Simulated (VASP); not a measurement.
# AlN (I4/mcm) in VASP: further runs

AlN is run at these levels: PBE; tasks: relaxation of cell and atoms.

Everything below comes from runs of VASP 6.6.1. Logs are shortened: lines on timing, memory, paths and dates and some standing lists are left out, and cuts for length are marked.

## (1) The cell of the first run

The structure is tetragonal, space group I4/mcm (No. 140). Conventional cell: a = 6.399 Å, b = 6.399 Å, c = 3.750 Å, α = 90.00°, β = 90.00°, γ = 90.00°. Al (site symmetry m2m) has 5 N at 1.87 Å within 2.5 Å. N (site symmetry m2m) has 5 Al at 1.87 Å within 2.5 Å.

The cell was built from a structure type or drawn by symmetry, and may not be a known phase.

## (2) Relaxation of cell and atoms, PBE

INCAR

```
SYSTEM = AlN
PREC = Accurate
ENCUT = 600
EDIFF = 1E-6
ISMEAR = 0
SIGMA = 0.1
LREAL = .FALSE.
LASPH = .TRUE.
NELM = 60
ALGO = Normal
ISIF = 3
LWAVE = .FALSE.
LCHARG = .FALSE.
GGA = PE
IBRION = 2
NSW = 90
EDIFFG = -0.04
```

KPOINTS

```
Automatic mesh
0
G
  6 6 6
  0 0 0
```

POSCAR

```
AlN
1.0
   -3.1994850100      3.1994850100      1.8747983800
    3.1994850100     -3.1994850100      1.8747983800
    3.1994850100      3.1994850100     -1.8747983800
Al N
4 4
Direct
    0.8535209200      0.3535209200      0.2070418300
    0.1464790800      0.6464790800      0.7929581700
    0.3535209200      0.1464790800      0.5000000000
    0.6464790800      0.8535209200      0.5000000000
    0.8535209200      0.6464790800      0.5000000000
    0.1464790800      0.3535209200      0.5000000000
    0.3535209200      0.8535209200      0.2070418300
    0.6464790800      0.1464790800      0.7929581700
```

Potentials or basis: VASP PAW PBE potentials, release 64 (Al, N).

Run with:

```bash
cat potpaw_PBE.64/Al/POTCAR potpaw_PBE.64/N/POTCAR > POTCAR
mpirun -np 1 vasp_std > vasp.out
```

OUTCAR:

```text
SYSTEM = AlN
   PREC = Accurate
   ENCUT = 600
   EDIFF = 1E-6
   ISMEAR = 0
   LREAL = .FALSE.
   LASPH = .TRUE.
   NELM = 60
   ISIF = 3
   GGA = PE
   IBRION = 2
   NSW = 90
   EDIFFG = -0.04

 ion  position               nearest neighbor table
   1  0.854  0.354  0.207-   8 1.87   6 1.87   5 1.87   7 1.87   7 1.87   2 2.65   2 2.65   2 2.65
                             4 2.65   3 2.65   4 2.65   3 2.65
   2  0.146  0.646  0.793-   7 1.87   6 1.87   5 1.87   8 1.87   8 1.87   1 2.65   1 2.65   1 2.65
                             4 2.65   3 2.65   3 2.65   4 2.65
   3  0.354  0.146  0.500-   6 1.87   7 1.87   8 1.87   5 1.87   5 1.87   4 2.65   4 2.65   4 2.65
                             1 2.65   2 2.65   2 2.65   1 2.65
   4  0.646  0.854  0.500-   5 1.87   7 1.87   8 1.87   6 1.87   6 1.87   3 2.65   3 2.65   3 2.65
                             1 2.65   2 2.65   1 2.65   2 2.65
   5  0.854  0.646  0.500-   4 1.87   2 1.87   1 1.87   3 1.87   3 1.87
   6  0.146  0.354  0.500-   3 1.87   2 1.87   1 1.87   4 1.87   4 1.87
   7  0.354  0.854  0.207-   2 1.87   3 1.87   4 1.87   1 1.87   1 1.87
   8  0.646  0.146  0.793-   1 1.87   3 1.87   4 1.87   2 1.87   2 1.87

  LATTYP: Found a body centered tetragonal cell.
 ALAT       =     6.3989700200
 C/A-ratio  =     0.5859687963

  Lattice vectors:

 A1 = (  -3.1994850100,   3.1994850100,   1.8747983800)
 A2 = (   3.1994850100,  -3.1994850100,   1.8747983800)
 A3 = (   3.1994850100,   3.1994850100,  -1.8747983800)

Analysis of symmetry for initial positions (statically):
=====================================================================
 Subroutine PRICEL returns:
 Original cell was already a primitive cell.

 Routine SETGRP: Setting up the symmetry group for a
 body centered tetragonal supercell.

 Subroutine GETGRP returns: Found 16 space group operations
 (whereof  8 operations were pure point group operations)
 out of a pool of 16 trial point group operations.

The static configuration has the point symmetry C_4h.
 The point group associated with its full space group is D_4h.

Analysis of symmetry for dynamics (positions and initial velocities):
=====================================================================
 Subroutine PRICEL returns:
 Original cell was already a primitive cell.

 Routine SETGRP: Setting up the symmetry group for a
 body centered tetragonal supercell.

 Subroutine GETGRP returns: Found 16 space group operations
 (whereof  8 operations were pure point group operations)
 out of a pool of 16 trial point group operations.

The dynamic configuration has the point symmetry C_4h.
 The point group associated with its full space group is D_4h.

 Subroutine INISYM returns: Found 16 space group operations
 (whereof  8 operations are pure point group operations),
 and found     1 'primitive' translations

----------------------------------------------------------------------------------------

                                     Primitive cell

  volume of cell :      76.7670

  direct lattice vectors                    reciprocal lattice vectors
    -3.199485010  3.199485010  1.874798380     0.000000000  0.156275150  0.266695345
     3.199485010 -3.199485010  1.874798380     0.156275150  0.000000000  0.266695345
     3.199485010  3.199485010 -1.874798380     0.156275150  0.156275150  0.000000000

  length of vectors
     4.897782929  4.897782929  4.897782929     0.309108928  0.309108928  0.221006437

  position of ions in fractional coordinates (direct lattice)
     0.853520920  0.353520920  0.207041830
     0.146479080  0.646479080  0.792958170
     0.353520920  0.146479080  0.500000000
     0.646479080  0.853520920  0.500000000
     0.853520920  0.646479080  0.500000000
     0.146479080  0.353520920  0.500000000
     0.353520920  0.853520920  0.207041830
     0.646479080  0.146479080  0.792958170

  ion indices of the primitive-cell ions
   primitive index   ion index
                 1           1
                 2           2
                 3           3
                 4           4
                 5           5
                 6           6
                 7           7
                 8           8

----------------------------------------------------------------------------------------

 KPOINTS: Automatic mesh

Automatic generation of k-mesh.
 Grid dimensions read from file:
 generate k-points for:    6    6    6

 Generating k-lattice:

  Cartesian coordinates                     Fractional coordinates (reciprocal lattice)
     0.000000000  0.026045858  0.044449224     0.166666667  0.000000000 -0.000000000
     0.026045858  0.000000000  0.044449224     0.000000000  0.166666667 -0.000000000
     0.026045858  0.026045858  0.000000000     0.000000000  0.000000000  0.166666667

  Length of vectors
     0.051518155  0.051518155  0.036834406

  Shift w.r.t. Gamma in fractional coordinates (k-lattice)
     0.000000000  0.000000000  0.000000000

 Subroutine IBZKPT returns following result:
 ===========================================

 Found     30 irreducible k-points:

 Following reciprocal coordinates:
            Coordinates               Weight
  0.000000  0.000000  0.000000      1.000000
  0.166667  0.000000 -0.000000      8.000000
  0.333333  0.000000 -0.000000      8.000000
  0.500000  0.000000 -0.000000      4.000000
  0.166667  0.166667  0.000000      8.000000
  0.333333  0.166667  0.000000     16.000000
[... 16 lines left out ...]
 -0.333333 -0.333333  0.166667      8.000000
 -0.166667 -0.333333  0.166667      8.000000
 [... further k-points ...]
   k-points           NKPTS =     30   k-points in BZ     NKDIM =     30   number of bands    NBANDS=     21
   number of dos      NEDOS =    301   number of ions     NIONS =      8
   total plane-waves  NPLWV =  64000
   dimension x,y,z NGX =    40 NGY =   40 NGZ =   40
   dimension x,y,z NGXF=    80 NGYF=   80 NGZF=   80
   ions per type =               4   4
   NGX,Y,Z   is equivalent  to a cutoff of  13.58, 13.58, 13.58 a.u.
   NGXF,Y,Z  is equivalent  to a cutoff of  27.15, 27.15, 27.15 a.u.
 SYSTEM =  AlN
   PREC   = accura    normal or accurate (medium, high low for compatibility)
   ISTART =      0    job   : 0-new  1-cont  2-samecut
   ICHARG =      2    charge: 1-file 2-atom 10-const
   ISPIN  =      1    spin polarized calculation?
   LNONCOLLINEAR =      F non collinear calculations
   LSORBIT =      F    spin-orbit coupling
   LASPH  =      T    aspherical Exc in radial PAW
   ENCUT  =  600.0 eV  44.10 Ry    6.64 a.u.   9.78  9.78  9.78*2*pi/ulx,y,z
   NELM   =     60;   NELMIN=  2; NELMDL= -5     # of ELM steps
   EDIFF  = 0.1E-05   stopping-criterion for ELM
   LREAL  =      F    real-space projection
   EDIFFG = -.4E-01   stopping-criterion for IOM
   NSW    =     90    number of steps for IOM
   IBRION =      2    ionic relax: 0-MD 1-quasi-New 2-CG
   NFREE  =      1    steps in history (QN), initial steepest desc. (CG)
   ISIF   =      3    stress and relaxation
   ISYM   =      2    0-nonsym 1-usesym 2-fastsym
   POTIM  = 0.5000    time-step for ionic-motion
   TEBEG  =    0.0;   TEEND  =   0.0 temperature during run
   PSTRESS=    0.0 pullay stress
   NELECT =      32.0000    total number of electrons
   NUPDOWN=      -1.0000    fix difference up-down
   EMIN   =  10.00;   EMAX   =-10.00  energy-range for DOS
   EFERMI =   0.00;   METHOD = LEGACY
   ISMEAR =     0;   SIGMA  =   0.10  broadening in eV -4-tet -1-fermi 0-gaus
   EFERMI_NEDOS =   21; number of points for ismear=-14 and -15
   IALGO  =     38    algorithm
   IMIX   =      4    mixing-type and parameters
     AMIX     =   0.40;   BMIX     =  1.00
     AMIX_MAG =   1.60;   BMIX_MAG =  1.00
  volume/ion in A,a.u.               =       9.60        64.76
  Fermi-wavevector in a.u.,A,eV,Ry     =   1.222925  2.310994 20.348141  1.495546
  Thomas-Fermi vector in A             =   2.358055
   LORBIT       =      0    0 simple, 1 ext, 2 COOP (PROOUT), +10 PAW based schemes
   GGA     = PE    functional components
   LHFCALC =     F    Hartree Fock is set to
   AEXX    =    0.0000 exact exchange contribution
   IVDW    =     0    specifies the selected vdW correction
   LEPSILON=     F    determine dielectric tensor
   LRPA    =     F    only Hartree local field effects (RPA)
 conjugate gradient relaxation of ions
 non-spin polarized calculation
 Gauss-broadening in eV      SIGMA  =   0.10
  energy-cutoff  :      600.00
  volume of cell :       76.77
 maximum number of plane-waves:      2603
   NGX = 19   NGY = 19   NGZ = 19

--------------------------------------- Ionic step        1  -------------------------------------------

 number of electron      32.0000001 magnetization

 Free energy of the ion-electron system (eV)
  ---------------------------------------------------
  ext. energy  EPLUGINS =         0.00000000
  ---------------------------------------------------
  free energy    TOTEN  =       -56.08219878 eV

  energy without entropy =      -56.08219878  energy(sigma->0) =      -56.08219878

------------------------ aborting loop because EDIFF is reached ----------------------------------------

  FORCE on cell =-STRESS in cart. coord.  units (eV):
  Direction    XX          YY          ZZ          XY          YZ          ZX
  --------------------------------------------------------------------------------------
  -------------------------------------------------------------------------------------
  Total       14.6988782     14.6988782     26.1823332      0.0000000     -0.0000000     -0.0000000
  in kB      306.7750621    306.7750621    546.4421707      0.0000000     -0.0000000     -0.0000000
  external PRESSURE =     386.6640983 kB  Pullay stress =       0.0000000 kB
[... 29 lines left out ...]
--------------------------------------- Ionic step        2  -------------------------------------------

 number of electron      31.9999998 magnetization

 E-fermi :   5.3020     XC(G=0):  -9.6773

 val. band max:        4.8983917595   @ k =   0.0000   0.0000   0.0000
 cond. band min:       6.5457949530   @ k =   0.0000   0.0000   0.0000
 fundamental gap:      1.6474031935
 Fermi energy:         5.3019944942

 k-point     1 :       0.0000    0.0000    0.0000
  band No.  band energies     occupation
      1     -10.4229      2.00000
      2      -8.4546      2.00000
      3      -7.7258      2.00000
      4      -7.7258      2.00000
      5      -0.7520      2.00000
      6      -0.0094      2.00000
[... 565 lines left out ...]
     20      10.9805      0.00000
     21      10.9953      0.00000

 [... further k-points ...]

------------------------ aborting loop because EDIFF is reached ----------------------------------------

  FORCE on cell =-STRESS in cart. coord.  units (eV):
  Direction    XX          YY          ZZ          XY          YZ          ZX
  --------------------------------------------------------------------------------------
  -------------------------------------------------------------------------------------
  Total      -14.1858418    -14.1858418    -14.5042121      0.0000000      0.0000000      0.0000000
  in kB     -215.7528275   -215.7528275   -220.5949294      0.0000000      0.0000000      0.0000000
  external PRESSURE =    -217.3668615 kB  Pullay stress =       0.0000000 kB
[... 65 lines left out ...]
  FREE ENERGIE OF THE ION-ELECTRON SYSTEM (eV)
  ---------------------------------------------------
  free  energy   TOTEN  =       -57.6052980973 eV

  energy  without entropy=      -57.6052980973  energy(sigma->0) =      -57.60529810

[... ionic steps 4 to 8 ...]

--------------------------------------- Ionic step        9  -------------------------------------------

 number of electron      32.0000007 magnetization

------------------------ aborting loop because EDIFF is reached ----------------------------------------
[... 79 lines left out ...]
--------------------------------------- Ionic step       11  -------------------------------------------

 number of electron      32.0000008 magnetization

 Free energy of the ion-electron system (eV)
  ---------------------------------------------------
  ext. energy  EPLUGINS =         0.00000000
  ---------------------------------------------------
  free energy    TOTEN  =       -57.67643835 eV

  energy without entropy =      -57.67643835  energy(sigma->0) =      -57.67643835

 E-fermi :   6.9585     XC(G=0): -10.3457

 val. band max:        6.5265476061   @ k =   0.0000   0.0000   0.0000
 cond. band min:       8.7384479974   @ k =   0.0000   0.0000   0.0000
 fundamental gap:      2.2119003914
 Fermi energy:         6.9585492707

 k-point     1 :       0.0000    0.0000    0.0000
  band No.  band energies     occupation
      1     -10.0899      2.00000
      2      -7.3041      2.00000
      3      -6.6811      2.00000
      4      -6.6811      2.00000
      5      -0.0704      2.00000
      6       0.9026      2.00000
[... 565 lines left out ...]
     20      13.0158      0.00000
     21      13.4500      0.00000

 [... further k-points ...]

------------------------ aborting loop because EDIFF is reached ----------------------------------------

  FORCE on cell =-STRESS in cart. coord.  units (eV):
  Direction    XX          YY          ZZ          XY          YZ          ZX
  --------------------------------------------------------------------------------------
  -------------------------------------------------------------------------------------
  Total       -0.1184683     -0.1184683     -0.0846595      0.0000000     -0.0000000      0.0000000
  in kB       -2.1338085     -2.1338085     -1.5248570      0.0000000     -0.0000000      0.0000000
  external PRESSURE =      -1.9308247 kB  Pullay stress =       0.0000000 kB
[... 23 lines left out ...]
  FREE ENERGIE OF THE ION-ELECTRON SYSTEM (eV)
  ---------------------------------------------------
  free  energy   TOTEN  =       -57.6764383450 eV

  energy  without entropy=      -57.6764383450  energy(sigma->0) =      -57.67643835

 reached required accuracy - stopping structural energy minimisation
```

It took 11 min on 1 thread of Intel Xeon Platinum 8375C at 2.90GHz (Ice Lake), shared host; peak memory 0.26 GiB.

Results:

```
Free energy                           : -57.6764 eV
Relaxed volume                        : 11.12 Å³/atom
Relaxed cell                          : a = 5.085 Å, b = 5.085 Å, c = 5.085 Å, α = 99.42°, β = 99.42°, γ = 132.29°
Space group after relaxing (to 0.1 Å) : I4/mcm (No. 140)
Energy gained by relaxing             : 199.3 meV/atom
Ionic steps                           : 11
Pressure after relaxing               : -0.2 GPa
Largest force after relaxing          : 0.020 eV/Å
Band gap on the k mesh                : 2.21 eV
```

Forces on the atoms (eV/Å):
```
Al   0.011  0.011  0.000
Al  -0.011 -0.011  0.000
Al  -0.011  0.011  0.000
Al   0.011 -0.011  0.000
N   -0.014  0.014  0.000
N    0.014 -0.014  0.000
N    0.014  0.014  0.000
N   -0.014 -0.014  0.000
```

Step by step:
```tsv
step	energy change (eV)	largest force (eV/Å)	pressure (GPa)	volume (Å³)
1	0.0000	1.7826	38.67	76.77
2	0.0624	1.6252	-21.74	105.34
3	-1.5231	0.5899	-0.42	89.10
4	-1.5247	0.5650	0.28	88.77
5	-1.5248	0.5456	0.82	88.52
6	-1.5746	0.3535	-0.90	89.40
7	-1.5771	0.2180	-0.67	89.24
8	-1.5924	0.0591	-0.04	88.88
9	-1.5940	0.0412	0.31	88.72
10	-1.5940	0.0420	0.29	88.73
11	-1.5942	0.0202	-0.19	88.95
```

Final structure:
```
CELL_PARAMETERS angstrom
-3.28831 3.28831 2.05660
3.28831 -3.28831 2.05660
3.28831 3.28831 -2.05660
ATOMIC_POSITIONS crystal
Al 0.85286 0.35286 0.20571
Al 0.14714 0.64714 0.79429
Al 0.35286 0.14714 0.50000
Al 0.64714 0.85286 0.50000
N 0.84949 0.65051 0.50000
N 0.15051 0.34949 0.50000
N 0.34949 0.84949 0.19898
N 0.65051 0.15051 0.80102
```

Levels at points of the mesh, in eV from the valence-band top:
```
           k point  band 12  band 13  band 14  band 15  band 16  band 17  band 18  band 19  band 20  band 21
(0.00, 0.00, 0.00)    -3.19    -1.41    -1.26    -1.26     0.00     2.21     5.75     5.75     5.93     7.83
(0.50, 0.00, 0.00)    -3.14    -1.47    -1.47    -0.91    -0.91     4.63     4.63     7.01     7.01     7.77
(0.50, 0.50, 0.00)    -3.61    -2.16    -1.42    -1.08    -0.92     3.85     4.73     6.33     7.17     7.67
(0.50, 0.50, 0.50)    -2.84    -2.59    -2.21    -2.21    -1.10     4.46     5.17     5.87     6.11     6.73
```

Caveat: the volume moved by over 15 % at a fixed basis, so the end points are rough.

## (3) Relaxation of cell and atoms, PBE

This run uses another cell than the first one, of 11.12 Å³/atom.

INCAR

```
PREC     = Accurate       # precision mode
ENCUT    = 600            # plane-wave cutoff, eV
EDIFF    = 1E-7           # SCF threshold, eV
ISMEAR   = 0              # smearing method
SIGMA    = 0.02           # smearing width, eV
LREAL    = F              # projectors in reciprocal space
LASPH    = T              # aspherical terms in the spheres
NELM     = 100            # most SCF steps
ALGO     = Normal         # electronic algorithm
ISIF     = 3              # what is computed and relaxed
LWAVE    = F              # write WAVECAR
LCHARG   = F              # write CHGCAR
GGA      = PE             # functional
IBRION   = 2              # ionic algorithm
NSW      = 100            # ionic steps
EDIFFG   = -0.01          # ionic threshold
```

KPOINTS

```
regular mesh
0
Gamma
  8 8 8
```

POSCAR

```
AlN
1.0
   -3.2897664819      3.2897664819      2.0542098614
    3.2897664819     -3.2897664819      2.0542098614
    3.2897664819      3.2897664819     -2.0542098614
Al N
4 4
Direct
    0.3528855332      0.8528855332      0.2057710664
    0.6471144668      0.1471144668      0.7942289336
    0.8528855332      0.6471144668      0.5000000000
    0.1471144668      0.3528855332      0.5000000000
    0.3495649139      0.1504350861      0.5000000000
    0.6504350861      0.8495649139      0.5000000000
    0.8495649139      0.3495649139      0.1991298278
    0.1504350861      0.6504350861      0.8008701722
```

Potentials or basis: VASP PAW PBE potentials, release 64 (Al, N).

Run with:

```bash
cat potpaw_PBE.64/Al/POTCAR potpaw_PBE.64/N/POTCAR > POTCAR
mpirun -np 1 vasp_std > vasp.out
```

Wall time 10 min (1 thread of Intel Xeon Platinum 8375C at 2.90GHz (Ice Lake), shared host); peak memory 0.32 GiB.

Results (log left out):

* Free energy: -57.6887 eV
* Relaxed volume: 11.10 Å³/atom
* Relaxed cell: a = 5.082 Å, b = 5.082 Å, c = 5.082 Å, α = 99.41°, β = 99.41°, γ = 132.29°
* Space group after relaxing (to 0.1 Å): I4/mcm (No. 140)
* Energy gained by relaxing: 0.0 meV/atom
* Ionic steps: 4
* Pressure after relaxing: 0.0 GPa
* Band gap on the k mesh: 2.22 eV

Forces on the atoms (eV/Å):
```
Al   0.002  0.002  0.000
Al  -0.002 -0.002  0.000
Al  -0.002  0.002  0.000
Al   0.002 -0.002  0.000
N   -0.001  0.001  0.000
N    0.001 -0.001  0.000
N    0.001  0.001  0.000
N   -0.001 -0.001  0.000
```

Step by step:
| step | energy change (eV) | largest force (eV/Å) | pressure (GPa) | volume (Å³) |
| --- | --- | --- | --- | --- |
| 1 | 0.0000 | 0.0057 | -0.21 | 88.93 |
| 2 | -0.0001 | 0.0018 | 0.18 | 88.74 |
| 3 | -0.0001 | 0.0017 | 0.06 | 88.79 |
| 4 | -0.0002 | 0.0025 | 0.02 | 88.81 |

Final structure:
```xyz
8
Lattice="-3.2867 3.2867 2.0554 3.2867 -3.2867 2.0554 3.2867 3.2867 -2.0554" Properties=species:S:1:pos:R:3 pbc="T T T"
Al    2.3196   -0.9671    2.0554
Al    0.9671    4.2538    0.0000
Al    0.9671    2.3196    2.0554
Al    2.3196    0.9671    0.0000
N     0.9891    2.2976    0.0000
N     2.2976    0.9891    2.0554
N    -0.9891    2.2976    2.0554
N     4.2758    0.9891    0.0000
```

Levels at points of the mesh, in eV from the valence-band top:
```tsv
k point	band 13	band 14	band 15	band 16	band 17	band 18	band 19	band 20
(0.00, 0.00, 0.00)	-1.41	-1.26	-1.26	0.00	2.22	5.75	5.75	5.93
(0.50, 0.00, 0.00)	-1.47	-1.47	-0.91	-0.91	4.64	4.64	7.02	7.02
(0.50, 0.50, 0.00)	-2.17	-1.42	-1.08	-0.91	3.85	4.73	6.34	7.19
(0.50, 0.50, 0.50)	-2.59	-2.22	-2.22	-1.10	4.47	5.17	5.88	6.10
```

A k mesh can miss the band edges.
